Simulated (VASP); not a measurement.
Set up this calculation in VASP 6.6.1, as the native input.

- Task: relaxation of cell and atoms
- Functional: PBE
- Dispersion: D3(BJ)
- Potentials or basis: VASP PAW PBE potentials, release 64 (Rb_sv, Si)
- Cutoff: 600 eV
- k mesh: 12 × 12 × 8
- Occupations: gaussian, width 0.1 eV
- Spin: no spin polarisation
- Dipole correction: no
- Further INCAR settings: ALGO = Normal; EDIFF = 1e-07; IBRION = 2; EDIFFG = -0.01; NSW = 100; ISIF = 3

The structure of RbSi2 lies in POSCAR:

```
RbSi2
1.0
    4.3119653100      0.0000000000      0.0000000000
    0.0000000000      4.3119653100      0.0000000000
    0.0000000000      0.0000000000      5.5751384900
Rb Si
1 2
Direct
    0.0000000000      0.0000000000      0.0000000000
    0.5000000000      0.5000000000      0.7905757400
    0.5000000000      0.5000000000      0.2094242600
```

These files were run (other wordings do the same):

INCAR

```
  PREC = Accurate
  ENCUT = 600
  EDIFF = 1E-7
  ISMEAR = 0
  SIGMA = 0.1
  LREAL = F
  LASPH = T
  NELM = 100
  ALGO = Normal
  ISIF = 3
  LWAVE = F
  LCHARG = F
  GGA = PE
  IVDW = 12
  IBRION = 2
  NSW = 100
  EDIFFG = -0.01
```

KPOINTS

```
Automatic mesh
0
Gamma
  12 12 8
```

Potentials or basis: VASP PAW PBE potentials, release 64 (Rb_sv, Si).

The run is started by

```sh
$ cat potpaw_PBE.64/Rb_sv/POTCAR potpaw_PBE.64/Si/POTCAR > POTCAR
$ mpirun -np 1 vasp_std > vasp.out
```

Results of the run:

- Relaxed volume: 37.22 Å³/atom
- Relaxed cell: a = 4.970 Å, b = 4.970 Å, c = 4.520 Å, α = 90.00°, β = 90.00°, γ = 90.00°
- Space group after relaxing (to 0.05 Å): P4/mmm (No. 123)
- Energy gained by relaxing: 600.4 meV/atom
- Ionic steps: 17
- Pressure after relaxing: 0.0 GPa
- Dispersion energy per atom: -0.187 eV

Caveat: pairwise dispersion overbinds metals, which lowers pressure and volume.

Run time: 25 min on 1 thread of Intel(R) Xeon(R) Platinum 8488C (Sapphire Rapids), with other jobs on the host, peak memory 0.41 GiB.
